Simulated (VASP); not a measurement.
# H (P1) in VASP: relaxation of cell and atoms with PBEsol

Aim: the relaxation of cell and atoms of H with PBEsol.

All numbers are computed with VASP 6.6.1; they aren't measurements. Logs are shortened: lines on timing, memory, paths and dates and some standing lists are left out, and cuts for length are marked.

## (1) The cell of the first run

The typed cell holds 16 atoms: a = 4.459 Å, b = 5.602 Å, c = 11.245 Å, α = 89.93°, β = 89.27°, γ = 91.40°.

## (2) Relaxation of cell and atoms, PBEsol

Input file INCAR:

```
SYSTEM = H
  PREC = Accurate
  ENCUT = 600
  EDIFF = 1E-7
  ISMEAR = 0
  SIGMA = 0.1
  LREAL = Auto
  LASPH = .TRUE.
  NELM = 100
  ALGO = Normal
  ISIF = 3
  LWAVE = .FALSE.
  LCHARG = .FALSE.
  GGA = PS
  IBRION = 2
  NSW = 100
  EDIFFG = -0.015
```

Input file KPOINTS:

```
regular mesh
0
G
  4 4 2
  0 0 0
```

Input file POSCAR:

```
H
1.0
   -0.0547935543      0.0280341544      4.4590582464
    5.6016318163      0.0037534304     -0.0681775228
    0.0078592899     11.2450007543      0.0730388871
H
16
Direct
    0.4336673569      0.5821221659      0.7577819199
    0.0470645212      0.0778930246      0.7494286830
    0.5714537061      0.4094518322      0.2508664474
    0.9364610922      0.9266317114      0.2534794299
    0.5661735848      0.6667348496      0.7447882647
    0.9360100893      0.1640741449      0.7495379498
    0.4482827056      0.3224273387      0.2471686561
    0.0643277222      0.8252879964      0.2453536645
    0.0612524298      0.4601501354      0.9992077603
    0.4328974126      0.9481935789      0.5016702554
    0.9433503848      0.5497791818      0.5005604032
    0.5674699983      0.0597491255      0.0038484098
    0.9371520716      0.5447157972      0.0012522583
    0.5588751982      0.0696092957      0.4972715840
    0.0572154810      0.4418582979      0.5061400329
    0.4383462455      0.9513215239      0.9916442807
```

Potentials or basis: VASP PAW PBE potentials, release 64 (H).

Run with:

```bash
$ cat potpaw_PBE.64/H/POTCAR > POTCAR
$ mpirun -np 1 vasp_std > vasp.out
```

OUTCAR:

```text
SYSTEM = H
   PREC = Accurate
   ENCUT = 600
   EDIFF = 1E-7
   ISMEAR = 0
   LREAL = Auto
   LASPH = .TRUE.
   NELM = 100
   ISIF = 3
   GGA = PS
   IBRION = 2
   NSW = 100
   EDIFFG = -0.015

 ion  position               nearest neighbor table
   1  0.434  0.582  0.758-   5 0.76
   2  0.047  0.078  0.749-   6 0.70
   3  0.571  0.409  0.251-   7 0.73
   4  0.936  0.927  0.253-   8 0.82
   5  0.566  0.667  0.745-   1 0.76
   6  0.936  0.164  0.750-   2 0.70
[... 8 lines left out ...]
  15  0.057  0.442  0.506-  11 0.80
  16  0.438  0.951  0.992-  12 0.84

  LATTYP: Found a triclinic cell.
 ALAT       =     7.0744793932
 B/A-ratio  =     0.6303620040
 C/A-ratio  =     1.7767866139
 COS(alpha) =     0.0005291672
 COS(beta)  =     0.3541617020
 COS(gamma) =     0.6110002201

  Lattice vectors:

 A1 = (  -5.5468382620,  -0.0317875848,  -4.3908807236)
 A2 = (   0.0547935543,  -0.0280341544,  -4.4590582464)
 A3 = (  -5.6094911062, -11.2487541847,  -0.0048613643)

Analysis of symmetry for initial positions (statically):
=====================================================================
 Subroutine PRICEL returns:
 Original cell was already a primitive cell.

 Routine SETGRP: Setting up the symmetry group for a
 triclinic supercell.

 Subroutine GETGRP returns: Found  1 space group operations
 (whereof  1 operations were pure point group operations)
 out of a pool of  2 trial point group operations.

The static configuration has the point symmetry C_1 .

Analysis of symmetry for dynamics (positions and initial velocities):
=====================================================================
 Subroutine PRICEL returns:
 Original cell was already a primitive cell.

 Routine SETGRP: Setting up the symmetry group for a
 triclinic supercell.

 Subroutine GETGRP returns: Found  1 space group operations
 (whereof  1 operations were pure point group operations)
 out of a pool of  2 trial point group operations.

The dynamic configuration has the point symmetry C_1 .

 Subroutine INISYM returns: Found  1 space group operations
 (whereof  1 operations are pure point group operations),
 and found     1 'primitive' translations

----------------------------------------------------------------------------------------

                                     Primitive cell

  volume of cell :     280.8240

  direct lattice vectors                    reciprocal lattice vectors
    -0.054793554  0.028034154  4.459058246     0.002731000 -0.001458824  0.224305331
     5.601631816  0.003753430 -0.068177523     0.178546216 -0.000139045  0.002194876
     0.007859290 11.245000754  0.073038887    -0.000066405  0.088932090 -0.000559933

  length of vectors
     4.459483007  5.602047953 11.245240700     0.224326700  0.178559760  0.088933877

  position of ions in fractional coordinates (direct lattice)
     0.433667357  0.582122166  0.757781920
     0.047064521  0.077893025  0.749428683
     0.571453706  0.409451832  0.250866447
     0.936461092  0.926631711  0.253479430
     0.566173585  0.666734850  0.744788265
     0.936010089  0.164074145  0.749537950
[... 8 lines left out ...]
     0.057215481  0.441858298  0.506140033
     0.438346246  0.951321524  0.991644281

  ion indices of the primitive-cell ions
   primitive index   ion index
                 1           1
                 2           2
                 3           3
                 4           4
                 5           5
                 6           6
[... 8 lines left out ...]
                15          15
                16          16

----------------------------------------------------------------------------------------

 KPOINTS: regular mesh

Automatic generation of k-mesh.
 Grid dimensions read from file:
 generate k-points for:    4    4    2

 Generating k-lattice:

  Cartesian coordinates                     Fractional coordinates (reciprocal lattice)
     0.000682750 -0.000364706  0.056076333     0.250000000 -0.000000000  0.000000000
     0.044636554 -0.000034761  0.000548719     0.000000000  0.250000000  0.000000000
    -0.000033202  0.044466045 -0.000279967     0.000000000  0.000000000  0.500000000

  Length of vectors
     0.056081675  0.044639940  0.044466939

  Shift w.r.t. Gamma in fractional coordinates (k-lattice)
     0.000000000  0.000000000  0.000000000

 Subroutine IBZKPT returns following result:
 ===========================================

 Found     20 irreducible k-points:

 Following reciprocal coordinates:
            Coordinates               Weight
  0.000000  0.000000  0.000000      1.000000
  0.250000  0.000000  0.000000      2.000000
  0.500000  0.000000  0.000000      1.000000
  0.000000  0.250000  0.000000      2.000000
  0.250000  0.250000  0.000000      2.000000
  0.500000  0.250000  0.000000      2.000000
[... 12 lines left out ...]
  0.250000  0.500000  0.500000      2.000000
  0.500000  0.500000  0.500000      1.000000
   k-points           NKPTS =     20   k-points in BZ     NKDIM =     20   number of bands    NBANDS=     17
   number of dos      NEDOS =    301   number of ions     NIONS =     16
   total plane-waves  NPLWV = 155520
   dimension x,y,z NGX =    36 NGY =   48 NGZ =   90
   dimension x,y,z NGXF=    72 NGYF=   96 NGZF=  180
   ions per type =              16
   NGX,Y,Z   is equivalent  to a cutoff of  13.42, 14.24, 13.31 a.u.
   NGXF,Y,Z  is equivalent  to a cutoff of  26.84, 28.49, 26.61 a.u.
 SYSTEM =  H
   PREC   = accura    normal or accurate (medium, high low for compatibility)
   ISTART =      0    job   : 0-new  1-cont  2-samecut
   ICHARG =      2    charge: 1-file 2-atom 10-const
   ISPIN  =      1    spin polarized calculation?
   LNONCOLLINEAR =      F non collinear calculations
   LSORBIT =      F    spin-orbit coupling
   LASPH  =      T    aspherical Exc in radial PAW
   ENCUT  =  600.0 eV  44.10 Ry    6.64 a.u.   8.91 11.19 22.46*2*pi/ulx,y,z
   NELM   =    100;   NELMIN=  2; NELMDL= -5     # of ELM steps
   EDIFF  = 0.1E-06   stopping-criterion for ELM
   LREAL  =      T    real-space projection
   EDIFFG = -.1E-01   stopping-criterion for IOM
   NSW    =    100    number of steps for IOM
   IBRION =      2    ionic relax: 0-MD 1-quasi-New 2-CG
   NFREE  =      1    steps in history (QN), initial steepest desc. (CG)
   ISIF   =      3    stress and relaxation
   ISYM   =      2    0-nonsym 1-usesym 2-fastsym
   POTIM  = 0.5000    time-step for ionic-motion
   TEBEG  =    0.0;   TEEND  =   0.0 temperature during run
   PSTRESS=    0.0 pullay stress
   NELECT =      16.0000    total number of electrons
   NUPDOWN=      -1.0000    fix difference up-down
   EMIN   =  10.00;   EMAX   =-10.00  energy-range for DOS
   EFERMI =   0.00;   METHOD = LEGACY
   ISMEAR =     0;   SIGMA  =   0.10  broadening in eV -4-tet -1-fermi 0-gaus
   EFERMI_NEDOS =   21; number of points for ismear=-14 and -15
   IALGO  =     38    algorithm
   IMIX   =      4    mixing-type and parameters
     AMIX     =   0.40;   BMIX     =  1.00
     AMIX_MAG =   1.60;   BMIX_MAG =  1.00
  volume/ion in A,a.u.               =      17.55       118.44
  Fermi-wavevector in a.u.,A,eV,Ry     =   0.629946  1.190426  5.399229  0.396832
  Thomas-Fermi vector in A             =   1.692410
   LORBIT       =      0    0 simple, 1 ext, 2 COOP (PROOUT), +10 PAW based schemes
   GGA     = PS    functional components
   LHFCALC =     F    Hartree Fock is set to
   AEXX    =    0.0000 exact exchange contribution
   IVDW    =     0    specifies the selected vdW correction
   LEPSILON=     F    determine dielectric tensor
   LRPA    =     F    only Hartree local field effects (RPA)
 conjugate gradient relaxation of ions
 non-spin polarized calculation
 Gauss-broadening in eV      SIGMA  =   0.10
  energy-cutoff  :      600.00
  volume of cell :      280.82
 maximum number of plane-waves:      9402
   NGX = 17   NGY = 23   NGZ = 45

--------------------------------------- Ionic step        1  -------------------------------------------

 number of electron      15.9999999 magnetization

 Free energy of the ion-electron system (eV)
  ---------------------------------------------------
  ext. energy  EPLUGINS =         0.00000000
  ---------------------------------------------------
  free energy    TOTEN  =       -51.79489772 eV

  energy without entropy =      -51.79489772  energy(sigma->0) =      -51.79489772

------------------------ aborting loop because EDIFF is reached ----------------------------------------

  FORCE on cell =-STRESS in cart. coord.  units (eV):
  Direction    XX          YY          ZZ          XY          YZ          ZX
  --------------------------------------------------------------------------------------
  -------------------------------------------------------------------------------------
  Total       -2.2875258     -0.1712656     -1.3245128     -0.1077681     -0.0349693     -1.5418073
  in kB      -13.0509562     -0.9771170     -7.5567056     -0.6148463     -0.1995095     -8.7964296
  external PRESSURE =      -7.1949263 kB  Pullay stress =       0.0000000 kB

 VOLUME and BASIS-vectors are now :
 -----------------------------------------------------------------------------
  energy-cutoff  :      600.00
  volume of cell :      280.82
      direct lattice vectors                 reciprocal lattice vectors
    -0.054793554  0.028034154  4.459058246     0.002731000 -0.001458824  0.224305331
     5.601631816  0.003753430 -0.068177523     0.178546216 -0.000139045  0.002194876
     0.007859290 11.245000754  0.073038887    -0.000066405  0.088932090 -0.000559933
[... 308 lines left out ...]
      0.88134      8.45088      4.18603         0.157836     -0.000113     -0.165485
[... 8 lines left out ...]
      2.48065      5.69024      0.24476         0.071869     -0.005598     -0.058901
      5.31494     11.16684      1.97317         0.099907      0.023059      0.092061
 -----------------------------------------------------------------------------------
    total drift:                               -0.000181     -0.000209     -0.000132

  FREE ENERGIE OF THE ION-ELECTRON SYSTEM (eV)
  ---------------------------------------------------
  free  energy   TOTEN  =       -52.2272954346 eV

  energy  without entropy=      -52.2272954346  energy(sigma->0) =      -52.22729543

--------------------------------------- Ionic step        8  -------------------------------------------

 number of electron      16.0000000 magnetization

 Free energy of the ion-electron system (eV)
  ---------------------------------------------------
  ext. energy  EPLUGINS =         0.00000000
  ---------------------------------------------------
  free energy    TOTEN  =       -52.22889344 eV

  energy without entropy =      -52.22889344  energy(sigma->0) =      -52.22889344

 E-fermi :  -8.4113     XC(G=0):  -4.3296

 val. band max:       -8.8650615137   @ k =   0.0000   0.2500   0.0000
 cond. band min:       0.2224964513   @ k =   0.5000   0.5000   0.0000
 fundamental gap:      9.0875579650
 Fermi energy:        -8.4112943302

 k-point     1 :       0.0000    0.0000    0.0000
  band No.  band energies     occupation
      1     -10.0058      2.00000
      2      -9.6083      2.00000
      3      -9.6012      2.00000
      4      -9.1472      2.00000
      5      -8.9884      2.00000
      6      -8.9288      2.00000
[... 9 lines left out ...]
     16       2.7913      0.00000
     17       2.8552      0.00000
[... 403 lines left out ...]
      0.41592      8.42579      0.27908        -0.005315     -0.000593      0.010702
      2.26351      2.83809      2.54192         0.004464     -0.001285      0.000311
      5.09553      2.87501      4.13358         0.000860      0.001077     -0.004369
      3.69189      8.38978      2.52148         0.002062      0.002765     -0.003823
      0.88321      8.45188      4.18417         0.004350      0.000363     -0.007642
[... 8 lines left out ...]
      2.48201      5.69073      0.24354        -0.000236      0.002204      0.002055
      5.31677     11.16849      1.97432         0.001336     -0.000112     -0.001562
 -----------------------------------------------------------------------------------
    total drift:                               -0.000186     -0.000164     -0.000147

  FREE ENERGIE OF THE ION-ELECTRON SYSTEM (eV)
  ---------------------------------------------------
  free  energy   TOTEN  =       -52.2288934442 eV

  energy  without entropy=      -52.2288934442  energy(sigma->0) =      -52.22889344

 reached required accuracy - stopping structural energy minimisation
```

Run time: 10 min. Hardware: 1 thread of AMD EPYC 9R14 (Zen 4), shared host; peak memory 0.41 GiB.

What came out:

```yaml
Free_energy: -52.2289 eV
Relaxed_volume: 17.44 Å³/atom
Relaxed_cell: a = 4.449 Å, b = 5.583 Å, c = 11.241 Å, α = 89.94°, β = 89.27°, γ = 91.59°
Space_group_after_relaxing_to_0.1_Å: P1 (No. 1)
Energy_gained_by_relaxing: 27.1 meV/atom
Ionic_steps: 8
Pressure_after_relaxing: -0.1 GPa
Largest_force_after_relaxing: 0.012 eV/Å
Band_gap_on_the_k_mesh: 9.09 eV (least direct gap 9.26 eV)
```

Forces in eV/Å, atoms in the order of the input:
```
H   -0.003 -0.003  0.002
H   -0.005 -0.001  0.011
H    0.004 -0.001  0.000
H    0.001  0.001 -0.004
H    0.002  0.003 -0.004
H    0.004  0.000 -0.008
H   -0.003  0.001  0.001
H    0.000  0.000  0.003
H   -0.006 -0.001  0.003
H   -0.003  0.001 -0.003
H    0.001 -0.003 -0.003
H   -0.001  0.001  0.001
H    0.006  0.000 -0.001
H    0.002  0.000  0.003
H    0.000  0.002  0.002
H    0.001  0.000 -0.002
```

Step by step:
| step | energy change (eV) | largest force (eV/Å) | pressure (GPa) | volume (Å³) |
| --- | --- | --- | --- | --- |
| 1 | 0.0000 | 2.6726 | -0.72 | 280.82 |
| 2 | 1.2539 | 8.5464 | 1.66 | 277.62 |
| 3 | -0.4169 | 0.8070 | -0.33 | 279.63 |
| 4 | -0.4172 | 0.7358 | -0.34 | 279.66 |
| 5 | -0.3735 | 1.5991 | 0.55 | 278.22 |
| 6 | -0.4332 | 0.1442 | -0.05 | 279.15 |
| 7 | -0.4324 | 0.2316 | -0.10 | 278.98 |
| 8 | -0.4340 | 0.0120 | -0.07 | 279.08 |

Final structure:
```xyz
16
Lattice="-0.0619 0.0278 4.4488 5.5821 0.0030 -0.0771 0.0062 11.2408 0.0723" Properties=species:S:1:pos:R:3 pbc="T T T"
H     3.2268    8.5319    1.9387
H     0.4159    8.4258    0.2791
H     2.2635    2.8381    2.5419
H     5.0955    2.8750    4.1336
H     3.6919    8.3898    2.5215
H     0.8832    8.4519    4.1842
H     1.7620    2.7907    1.9742
H     4.6251    2.7654    0.2195
H     2.5636   11.2347    0.3176
H     5.3114    5.6511    1.9237
H     2.9978    5.6561    4.2040
H     0.2711    0.0527    2.4942
H     2.9901    0.0421    4.1189
H     0.3148    5.6084    2.4821
H     2.4820    5.6907    0.2435
H     5.3168   11.1685    1.9743
```

Caveat: the PAW data sets were made with another functional, which shifts forces and pressure a little. A k mesh can miss the band edges.
